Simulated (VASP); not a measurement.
# NiO (F-43m) in VASP: notebook

NiO is run at these levels: PBE; tasks: single point.

Everything below comes from runs of VASP 6.6.1. Logs are shortened: lines on timing, memory, paths and dates and some standing lists are left out, and cuts for length are marked.

## Step 1: The cell of the first run

It takes space group F-43m (No. 216, cubic). Conventional cell: a = 4.474 Å, b = 4.474 Å, c = 4.474 Å, α = 90.00°, β = 90.00°, γ = 90.00°. Ni (site symmetry -43m) has 4 O at 1.94 Å within 2.6 Å. O (site symmetry -43m) has 4 Ni at 1.94 Å within 2.6 Å.

## Step 2: Single point, PBE, collinear spin, ferromagnetic start

INCAR reads:

```
SYSTEM = NiO
  PREC = Accurate
  ENCUT = 520
  EDIFF = 1E-6
  ISMEAR = -1
  SIGMA = 0.05
  LREAL = .FALSE.
  LASPH = .TRUE.
  NELM = 150
  ALGO = Normal
  ISIF = 2
  LWAVE = .FALSE.
  LCHARG = .TRUE.
  ISPIN = 2
  MAGMOM = 1 0
  LORBIT = 11
  LMAXMIX = 4
  GGA = PE
  LELF = .TRUE.
  LVHAR = .TRUE.
  NBANDS = 19
```

KPOINTS reads:

```
regular mesh
0
G
  10 10 10
  0 0 0
```

POSCAR reads:

```
NiO
1.0
    0.0000000000      2.2369323500      2.2369323500
    2.2369323500      0.0000000000      2.2369323500
    2.2369323500      2.2369323500      0.0000000000
Ni O
1 1
Direct
    0.0000000000      0.0000000000      0.0000000000
    0.2500000000      0.2500000000      0.2500000000
```

Potentials or basis: VASP PAW PBE potentials, release 64 (Ni, O).

The run is started by

```sh
cat potpaw_PBE.64/Ni/POTCAR potpaw_PBE.64/O/POTCAR > POTCAR
mpirun -np 1 vasp_std > vasp.out
```

OUTCAR:

```text
SYSTEM = NiO
   PREC = Accurate
   ENCUT = 520
   EDIFF = 1E-6
   ISMEAR = -1
   LREAL = .FALSE.
   LASPH = .TRUE.
   NELM = 150
   ISIF = 2
   ISPIN = 2
   LORBIT = 11
   GGA = PE

 ion  position               nearest neighbor table
   1  0.000  0.000  0.000-   2 1.94   2 1.94   2 1.94   2 1.94
   2  0.250  0.250  0.250-   1 1.94   1 1.94   1 1.94   1 1.94

  LATTYP: Found a face centered cubic cell.
 ALAT       =     4.4738647000

  Lattice vectors:

 A1 = (   0.0000000000,   2.2369323500,   2.2369323500)
 A2 = (   2.2369323500,   0.0000000000,   2.2369323500)
 A3 = (   2.2369323500,   2.2369323500,   0.0000000000)

Analysis of symmetry for initial positions (statically):
=====================================================================
 Subroutine PRICEL returns:
 Original cell was already a primitive cell.

 Routine SETGRP: Setting up the symmetry group for a
 face centered cubic supercell.

 Subroutine GETGRP returns: Found 24 space group operations
 (whereof 24 operations were pure point group operations)
 out of a pool of 48 trial point group operations.

The static configuration has the point symmetry T_d .

Analysis of symmetry for dynamics (positions and initial velocities):
=====================================================================
 Subroutine PRICEL returns:
 Original cell was already a primitive cell.

 Routine SETGRP: Setting up the symmetry group for a
 face centered cubic supercell.

 Subroutine GETGRP returns: Found 24 space group operations
 (whereof 24 operations were pure point group operations)
 out of a pool of 48 trial point group operations.

The dynamic configuration has the point symmetry T_d .

Analysis of structural, dynamic, and magnetic symmetry:
=====================================================================
 Subroutine PRICEL returns:
 Original cell was already a primitive cell.

 Routine SETGRP: Setting up the symmetry group for a
 face centered cubic supercell.

 Subroutine GETGRP returns: Found 24 space group operations
 (whereof 24 operations were pure point group operations)
 out of a pool of 48 trial point group operations.

The overall configuration has the point symmetry T_d .

 Subroutine INISYM returns: Found 24 space group operations
 (whereof 24 operations are pure point group operations),
 and found     1 'primitive' translations

----------------------------------------------------------------------------------------

                                     Primitive cell

  volume of cell :      22.3866

  direct lattice vectors                    reciprocal lattice vectors
     0.000000000  2.236932350  2.236932350    -0.223520394  0.223520394  0.223520394
     2.236932350  0.000000000  2.236932350     0.223520394 -0.223520394  0.223520394
     2.236932350  2.236932350  0.000000000     0.223520394  0.223520394 -0.223520394

  length of vectors
     3.163500067  3.163500067  3.163500067     0.387148679  0.387148679  0.387148679

  position of ions in fractional coordinates (direct lattice)
     0.000000000  0.000000000  0.000000000
     0.250000000  0.250000000  0.250000000

  ion indices of the primitive-cell ions
   primitive index   ion index
                 1           1
                 2           2

----------------------------------------------------------------------------------------

 KPOINTS: regular mesh

Automatic generation of k-mesh.
 Grid dimensions read from file:
 generate k-points for:   10   10   10

 Generating k-lattice:

  Cartesian coordinates                     Fractional coordinates (reciprocal lattice)
    -0.022352039  0.022352039  0.022352039     0.100000000  0.000000000  0.000000000
     0.022352039 -0.022352039  0.022352039     0.000000000  0.100000000  0.000000000
     0.022352039  0.022352039 -0.022352039     0.000000000  0.000000000  0.100000000

  Length of vectors
     0.038714868  0.038714868  0.038714868

  Shift w.r.t. Gamma in fractional coordinates (k-lattice)
     0.000000000  0.000000000  0.000000000

 Subroutine IBZKPT returns following result:
 ===========================================

 Found     47 irreducible k-points:

 Following reciprocal coordinates:
            Coordinates               Weight
  0.000000  0.000000  0.000000      1.000000
  0.100000  0.000000  0.000000      8.000000
  0.200000  0.000000  0.000000      8.000000
  0.300000  0.000000  0.000000      8.000000
  0.400000  0.000000  0.000000      8.000000
  0.500000  0.000000  0.000000      4.000000
[... 16 lines left out ...]
  0.300000  0.300000  0.000000      6.000000
  0.400000  0.300000  0.000000     24.000000
 [... further k-points ...]
   k-points           NKPTS =     47   k-points in BZ     NKDIM =     47   number of bands    NBANDS=     19
   number of dos      NEDOS =    301   number of ions     NIONS =      2
   total plane-waves  NPLWV =  13824
   dimension x,y,z NGX =    24 NGY =   24 NGZ =   24
   dimension x,y,z NGXF=    48 NGYF=   48 NGZF=   48
[... 34 lines left out ...]
  volume/ion in A,a.u.               =      11.19        75.54
  Fermi-wavevector in a.u.,A,eV,Ry     =   1.463700  2.765991 29.149349  2.142417
  Thomas-Fermi vector in A             =   2.579763
   LORBIT       =     11    0 simple, 1 ext, 2 COOP (PROOUT), +10 PAW based schemes
   GGA     = PE    functional components
   LHFCALC =     F    Hartree Fock is set to
   AEXX    =    0.0000 exact exchange contribution
   IVDW    =     0    specifies the selected vdW correction
   LEPSILON=     F    determine dielectric tensor
   LRPA    =     F    only Hartree local field effects (RPA)
 spin polarized calculation
  energy-cutoff  :      520.00
  volume of cell :       22.39
 maximum number of plane-waves:       620
   NGX = 11   NGY = 11   NGZ = 11

 number of electron      16.0000008 magnetization       1.9042418

 Free energy of the ion-electron system (eV)
  ---------------------------------------------------
  ext. energy  EPLUGINS =         0.00000000
  ---------------------------------------------------
  free energy    TOTEN  =       -11.60136305 eV

  energy without entropy =      -11.58555537  energy(sigma->0) =      -11.59345921

 E-fermi :   5.6537     XC(G=0): -11.2624

 val. band max:        5.6495998165   @ k =   0.4000   0.2000   0.1000
 cond. band min:       5.6537451196   @ k =   0.5000   0.4000   0.0000
 fundamental gap:      0.0041453030
 Fermi energy:         5.6536807001

 spin component 1

 k-point     1 :       0.0000    0.0000    0.0000
  band No.  band energies     occupation
      1     -14.3431      1.00000
      2      -0.3665      1.00000
      3      -0.3665      1.00000
      4      -0.3665      1.00000
      5       3.2229      1.00000
      6       3.2230      1.00000
[... 11 lines left out ...]
     18      28.7468      0.00000
     19      28.7468      0.00000

 k-point     2 :       0.1000    0.0000    0.0000
  band No.  band energies     occupation
      1     -14.2825      1.00000
      2      -0.5116      1.00000
      3      -0.3304      1.00000
      4      -0.3304      1.00000
      5       3.2045      1.00000
      6       3.2045      1.00000
[... 476 lines left out ...]
 k-point    24 :       0.4000    0.3000    0.0000
  band No.  band energies     occupation
      1     -13.6547      1.00000
      2      -1.2974      1.00000
      3       0.1664      1.00000
      4       0.2101      1.00000
      5       2.6627      1.00000
      6       3.4226      1.00000
[... 11 lines left out ...]
     18      34.6527      0.00000
     19      35.1189      0.00000

 [... further k-points ...]

 spin component 2

 k-point     1 :       0.0000    0.0000    0.0000
  band No.  band energies     occupation
      1     -13.7467      1.00000
      2       0.6309      1.00000
      3       0.6309      1.00000
      4       0.6310      1.00000
      5       4.2810      1.00000
      6       4.2810      1.00000
[... 11 lines left out ...]
     18      28.9938      0.00000
     19      28.9938      0.00000

 k-point     2 :       0.1000    0.0000    0.0000
  band No.  band energies     occupation
      1     -13.6821      1.00000
      2       0.4151      1.00000
      3       0.6602      1.00000
      4       0.6602      1.00000
      5       4.2702      1.00000
      6       4.2703      1.00000
[... 476 lines left out ...]
 k-point    24 :       0.4000    0.3000    0.0000
  band No.  band energies     occupation
      1     -13.0084      1.00000
      2      -0.7093      1.00000
      3       0.9754      1.00000
      4       1.0481      1.00000
      5       3.9753      1.00000
      6       4.5290      1.00000
[... 11 lines left out ...]
     18      34.9541      0.00000
     19      35.4248      0.00000

 [... further k-points ...]
[... 5 lines left out ...]
  --------------------------------------------------------------------------------------
  -------------------------------------------------------------------------------------
  Total        0.1484708      0.1484708      0.1484708     -0.0000000      0.0000000     -0.0000000
  in kB       10.6258336     10.6258336     10.6258336     -0.0000000      0.0000000     -0.0000000
  external PRESSURE =      10.6258336 kB  Pullay stress =       0.0000000 kB

 VOLUME and BASIS-vectors are now :
 -----------------------------------------------------------------------------
  energy-cutoff  :      520.00
  volume of cell :       22.39
      direct lattice vectors                 reciprocal lattice vectors
     0.000000000  2.236932350  2.236932350    -0.223520394  0.223520394  0.223520394
     2.236932350  0.000000000  2.236932350     0.223520394 -0.223520394  0.223520394
     2.236932350  2.236932350  0.000000000     0.223520394  0.223520394 -0.223520394

 POSITION                                       TOTAL-FORCE (eV/Angst)
 -----------------------------------------------------------------------------------
      0.00000      0.00000      0.00000         0.000000     -0.000000      0.000000
      1.11847      1.11847      1.11847        -0.000000      0.000000     -0.000000
 -----------------------------------------------------------------------------------
    total drift:                                0.000001      0.000001      0.000001

  FREE ENERGIE OF THE ION-ELECTRON SYSTEM (eV)
  ---------------------------------------------------
  free  energy   TOTEN  =       -11.6013630465 eV

  energy  without entropy=      -11.5855553734  energy(sigma->0) =      -11.59345921

 total charge

# of ion       s       p       d       tot
------------------------------------------
    1        0.382   0.483   8.244   9.110
    2        1.556   3.420   0.000   4.976
--------------------------------------------------
tot          1.938   3.903   8.244  14.085

 magnetization (x)

# of ion       s       p       d       tot
------------------------------------------
    1        0.003   0.039   1.447   1.490
    2        0.016   0.342   0.000   0.358
--------------------------------------------------
tot          0.020   0.381   1.447   1.848
```

It took 26 s on 1 thread of Intel Xeon Platinum 8259CL at 2.50GHz (Skylake/Cascade Lake), shared host; peak memory 0.16 GiB.

Results:

- Free energy: -11.6014 eV
- Pressure: 1.1 GPa
- Net moment: 1.90 μB per cell
- Site moments: Ni +1.49; O +0.36 μB
- Valence electrons inside the program's atomic spheres: Ni 9.11; O 4.98

Levels at points of the mesh, in eV from the Fermi level:
Spin up:
| k point | band 6 | band 7 | band 8 | band 9 | band 10 | band 11 | band 12 | band 13 |
| --- | --- | --- | --- | --- | --- | --- | --- | --- |
| (0.00, 0.00, 0.00) | -2.43 | 0.17 | 0.17 | 0.17 | 0.45 | 14.31 | 14.31 | 14.31 |
| (0.50, 0.00, 0.00) | -2.36 | -2.36 | -0.65 | -0.65 | 5.89 | 7.33 | 13.82 | 13.82 |
| (0.50, 0.50, 0.00) | -2.15 | -1.86 | -1.86 | -1.76 | 5.40 | 10.01 | 11.20 | 14.59 |
Spin down:
```
           k point  band 5  band 6  band 7  band 8  band 9  band 10
(0.00, 0.00, 0.00)   -1.37   -1.37    0.75    1.77    1.77     1.77
(0.50, 0.00, 0.00)   -1.17   -1.17   -0.75    0.86    0.86     6.20
(0.50, 0.50, 0.00)   -1.55   -1.06   -0.75   -0.11   -0.11     5.88
```

Caveat: a cell with one magnetic atom can't hold antiferromagnetic order, which such compounds often take; semilocal functionals often make such compounds metallic where correlation or magnetic order opens a gap, which also shifts bond lengths. With open d or f shells a metallic result of PBE can be an artefact of self-interaction; +U or a hybrid may open a gap.

## Step 3: Single point, PBE, collinear spin, ferromagnetic start

This run uses another cell than the first one, of 11.43 Å³/atom, 1.021 times its volume.

INCAR reads:

```
  PREC = Accurate
  ENCUT = 520
  EDIFF = 1E-6
  ISMEAR = -1
  SIGMA = 0.05
  LREAL = F
  LASPH = T
  NELM = 150
  ALGO = Normal
  ISIF = 2
  LWAVE = F
  LCHARG = F
  ISPIN = 2
  MAGMOM = 1 0
  LORBIT = 11
  LMAXMIX = 4
  GGA = PE
  NBANDS = 19
```

KPOINTS reads:

```
Automatic mesh
0
Gamma
  10 10 10
```

POSCAR reads:

```
NiO
1.0
    0.0000000000      2.2526859137      2.2526859137
    2.2526859137      0.0000000000      2.2526859137
    2.2526859137      2.2526859137      0.0000000000
Ni O
1 1
Direct
    0.0000000000      0.0000000000      0.0000000000
    0.2500000000      0.2500000000      0.2500000000
```

Potentials or basis: VASP PAW PBE potentials, release 64 (Ni, O).

The run is started by

```sh
cat potpaw_PBE.64/Ni/POTCAR potpaw_PBE.64/O/POTCAR > POTCAR
mpirun -np 1 vasp_std > vasp.out
```

Run time: 28 s. Hardware: 1 thread of Intel Xeon Platinum 8259CL at 2.50GHz (Skylake/Cascade Lake), shared host; peak memory 0.16 GiB.

It converged, with:

```yaml
Free_energy: -11.6003 eV
Pressure: -1.9 GPa
Net_moment: 1.93 μB per cell
Site_moments: Ni +1.51; O +0.36 μB
Valence_electrons_inside_the_program's_atomic_spheres: Ni 9.07; O 4.97
```

Levels at points of the mesh, in eV from the Fermi level:
Spin up:
```
           k point  band 5  band 6  band 7  band 8  band 9  band 10  band 11  band 12  band 13  band 14
(0.00, 0.00, 0.00)   -2.41   -2.41    0.12    0.12    0.12     0.42    14.16    14.16    14.16    20.56
(0.50, 0.00, 0.00)   -2.57   -2.35   -2.35   -0.68   -0.68     5.80     7.25    13.68    13.68    17.61
(0.50, 0.50, 0.00)   -3.10   -2.14   -1.86   -1.86   -1.75     5.35     9.80    11.12    14.40    14.40
```
Spin down:
| k point | band 5 | band 6 | band 7 | band 8 | band 9 | band 10 |
| --- | --- | --- | --- | --- | --- | --- |
| (0.00, 0.00, 0.00) | -1.34 | -1.34 | 0.72 | 1.74 | 1.74 | 1.74 |
| (0.50, 0.00, 0.00) | -1.14 | -1.14 | -0.72 | 0.85 | 0.85 | 6.11 |
| (0.50, 0.50, 0.00) | -1.48 | -1.04 | -0.74 | -0.09 | -0.09 | 5.83 |

Caveat: a cell with one magnetic atom can't hold antiferromagnetic order, which such compounds often take; semilocal functionals often make such compounds metallic where correlation or magnetic order opens a gap, which also shifts bond lengths. With open d or f shells a metallic result of PBE can be an artefact of self-interaction; +U or a hybrid may open a gap.

## Step 4: Single point, PBE, collinear spin, ferromagnetic start

This run uses another cell than the first one, of 11.67 Å³/atom, 1.043 times its volume.

INCAR reads:

```
PREC = Accurate
ENCUT = 520
EDIFF = 1E-6
ISMEAR = -1
SIGMA = 0.05
LREAL = F
LASPH = T
NELM = 150
ALGO = Normal
ISIF = 2
LWAVE = F
LCHARG = F
ISPIN = 2
MAGMOM = 1 0
LORBIT = 11
LMAXMIX = 4
GGA = PE
NBANDS = 19
```

KPOINTS is that of step 3.

POSCAR reads:

```
NiO
1.0
    0.0000000000      2.2682221696      2.2682221696
    2.2682221696      0.0000000000      2.2682221696
    2.2682221696      2.2682221696      0.0000000000
Ni O
1 1
Direct
    0.0000000000      0.0000000000      0.0000000000
    0.2500000000      0.2500000000      0.2500000000
```

The run is started by

```sh
cat potpaw_PBE.64/Ni/POTCAR potpaw_PBE.64/O/POTCAR > POTCAR
mpirun -np 1 vasp_std > vasp.out
```

Wall time 27 s (1 thread of Intel Xeon Platinum 8259CL at 2.50GHz (Skylake/Cascade Lake), shared host); peak memory 0.16 GiB.

It converged, with:

```yaml
Free_energy: -11.5908 eV
Pressure: -4.6 GPa
Net_moment: 1.95 μB per cell
Site_moments: Ni +1.52; O +0.37 μB
Valence_electrons_inside_the_program's_atomic_spheres: Ni 9.03; O 4.96
```

Levels at points of the mesh, in eV from the Fermi level:
Spin up:
```tsv
k point	band 5	band 6	band 7	band 8	band 9	band 10	band 11	band 12	band 13	band 14
(0.00, 0.00, 0.00)	-2.38	-2.38	0.08	0.08	0.08	0.38	14.02	14.02	14.02	20.37
(0.50, 0.00, 0.00)	-2.57	-2.33	-2.33	-0.70	-0.70	5.71	7.16	13.55	13.55	17.43
(0.50, 0.50, 0.00)	-3.07	-2.12	-1.86	-1.86	-1.75	5.31	9.60	11.05	14.22	14.22
```
Spin down:
```
           k point  band 3  band 4  band 5  band 6  band 7  band 8  band 9  band 10  band 11  band 12
(0.00, 0.00, 0.00)   -4.74   -4.74   -1.31   -1.31    0.69    1.70    1.70     1.70    14.28    14.28
(0.50, 0.00, 0.00)   -4.51   -4.51   -1.11   -1.11   -0.69    0.84    0.84     6.03     7.67    13.88
(0.50, 0.50, 0.00)   -4.19   -4.19   -1.41   -1.02   -0.73   -0.07   -0.07     5.78    10.26    11.29
```

Caveat: a cell with one magnetic atom can't hold antiferromagnetic order, which such compounds often take; semilocal functionals often make such compounds metallic where correlation or magnetic order opens a gap, which also shifts bond lengths. With open d or f shells a metallic result of PBE can be an artefact of self-interaction; +U or a hybrid may open a gap.

## Step 5: Single point, PBE, collinear spin, ferromagnetic start

This run uses another cell than the first one, of 11.91 Å³/atom, 1.064 times its volume.

INCAR reads:

```
SYSTEM = NiO
PREC = Accurate ; ENCUT = 520
EDIFF = 1E-6 ; ISMEAR = -1
SIGMA = 0.05 ; LREAL = .FALSE.
LASPH = .TRUE. ; NELM = 150
ALGO = Normal ; ISIF = 2
LWAVE = .FALSE. ; LCHARG = .FALSE.
ISPIN = 2 ; MAGMOM = 1 0
LORBIT = 11 ; LMAXMIX = 4
GGA = PE ; NBANDS = 19
```

KPOINTS reads:

```
Automatic mesh
0
G
  10 10 10
  0 0 0
```

POSCAR reads:

```
NiO
1.0
    0.0000000000      2.2835484600      2.2835484600
    2.2835484600      0.0000000000      2.2835484600
    2.2835484600      2.2835484600      0.0000000000
Ni O
1 1
Direct
    0.0000000000      0.0000000000      0.0000000000
    0.2500000000      0.2500000000      0.2500000000
```

The run is started by

```sh
cat potpaw_PBE.64/Ni/POTCAR potpaw_PBE.64/O/POTCAR > POTCAR
mpirun -np 1 vasp_std > vasp.out
```

Run time: 25 s. Hardware: 1 thread of Intel Xeon Platinum 8259CL at 2.50GHz (Skylake/Cascade Lake), shared host; peak memory 0.16 GiB.

Results (log left out):

* Free energy: -11.5738 eV
* Pressure: -7.3 GPa
* Band gap on the k mesh: zero (filled and empty bands overlap)
* Net moment: 1.97 μB per cell
* Site moments: Ni +1.54; O +0.37 μB
* Valence electrons inside the program's atomic spheres: Ni 9.00; O 4.95

Levels at points of the mesh, in eV from the Fermi level:
Spin up:
```
           k point  band 6  band 7  band 8  band 9  band 10  band 11  band 12  band 13
(0.00, 0.00, 0.00)   -2.35    0.03    0.03    0.03     0.35    13.88    13.88    13.88
(0.50, 0.00, 0.00)   -2.31   -2.31   -0.72   -0.72     5.62     7.08    13.42    13.42
(0.50, 0.50, 0.00)   -2.11   -1.86   -1.86   -1.74     5.27     9.41    10.99    14.04
```
Spin down:
```tsv
k point	band 5	band 6	band 7	band 8	band 9	band 10
(0.00, 0.00, 0.00)	-1.28	-1.28	0.66	1.67	1.67	1.67
(0.50, 0.00, 0.00)	-1.09	-1.09	-0.67	0.83	0.83	5.94
(0.50, 0.50, 0.00)	-1.35	-1.01	-0.72	-0.06	-0.06	5.73
```

Caveat: a cell with one magnetic atom can't hold antiferromagnetic order, which such compounds often take; semilocal functionals often make such compounds metallic where correlation or magnetic order opens a gap, which also shifts bond lengths. With open d or f shells a metallic result of PBE can be an artefact of self-interaction; +U or a hybrid may open a gap.

## Step 6: The runs side by side

| cell | gap on the mesh (eV) | pressure (GPa) | moment (μB) |
| --- | --- | --- | --- |
| a = 3.164 Å, angles 60.0°, 2 atoms | none | 1.1 | 1.90 |
| a = 3.186 Å, angles 60.0°, 2 atoms | none | -1.9 | 1.93 |
| a = 3.208 Å, angles 60.0°, 2 atoms | none | -4.6 | 1.95 |
| a = 3.229 Å, angles 60.0°, 2 atoms | none | -7.3 | 1.97 |

Alike in all rows: task single point; level PBE; potentials or basis VASP PAW PBE potentials, release 64 (Ni, O); spin collinear, ferromagnetic start; k mesh 10 × 10 × 10; cutoff (eV) 520; smearing fermi-dirac 0.05 eV.

Caveats: a cell with one magnetic atom can't hold antiferromagnetic order, which such compounds often take; semilocal functionals often make such compounds metallic where correlation or magnetic order opens a gap, which also shifts bond lengths.

Total energies depend on the potentials used, so only differences within one code and one set of settings carry meaning.
